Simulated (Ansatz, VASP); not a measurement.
**One calculation of BN, two programs**

INCAR

```
ALGO = Normal
EDIFF = 1E-6
ENCUT = 600
GGA = CA
GGA_COMPAT = F
ISIF = 2
ISMEAR = 0
LASPH = T
LCHARG = T
LELF = T
LREAL = F
LVHAR = T
LWAVE = F
NBANDS = 11
NELM = 120
PREC = Accurate
SIGMA = 0.1
```

File KPOINTS:

```
k-points
0
Gamma
  8 8 8
```

The input POSCAR:

```
BN
1.0
    0.0000000000      1.8075000000      1.8075000000
    1.8075000000      0.0000000000      1.8075000000
    1.8075000000      1.8075000000      0.0000000000
B N
1 1
Direct
    0.0000000000      0.0000000000      0.0000000000
    0.2500000000      0.2500000000      0.2500000000
```

Input for Ansatz:

```yaml
crystal:
  lattice:
    - [0.0, 1.8075, 1.8075]
    - [1.8075, 0.0, 1.8075]
    - [1.8075, 1.8075, 0.0]
  atoms:
    - { symbol: B, position: [0.0, 0.0, 0.0] }
    - { symbol: "N", position: [0.25, 0.25, 0.25] }
basis:
  ecutwfc: 420
kpoints:
  mp_grid: { grid: [8, 8, 8] }
hamiltonian:
  xc: lda
  pseudopotentials: { kind: paw }
scf:
  occupations: { method: gaussian, width: 0.1 }
output:
  forces: true
  stress: true
  eigenvalues: true
```

Alike in both runs: task single point; functional LDA; k mesh 8 × 8 × 8; occupations gaussian, width 0.1 eV; no spin polarisation.

|  | VASP | Ansatz |
| --- | --- | --- |
| version | VASP 6.6.1 | Ansatz 0.2.0 |
| potentials or method | VASP PAW LDA potentials, release 64 (B, N), cutoff 600 eV | scalar-relativistic, plane waves, PAW |
| valence electrons in the cell | 8 | 8 |

|  | VASP | Ansatz | Ansatz less VASP |
| --- | --- | --- | --- |
| gap on the k mesh at the Fermi level (eV) | 4.34 | 4.36 | +0.016 |
| least direct gap on the mesh (eV) | 8.68 | 8.70 | +0.013 |
| pressure (GPa) | -10.3 | -11.0 | -0.68 |

LDA's correlation is that of Perdew and Zunger in VASP and of Perdew and Wang (1992) in Ansatz.
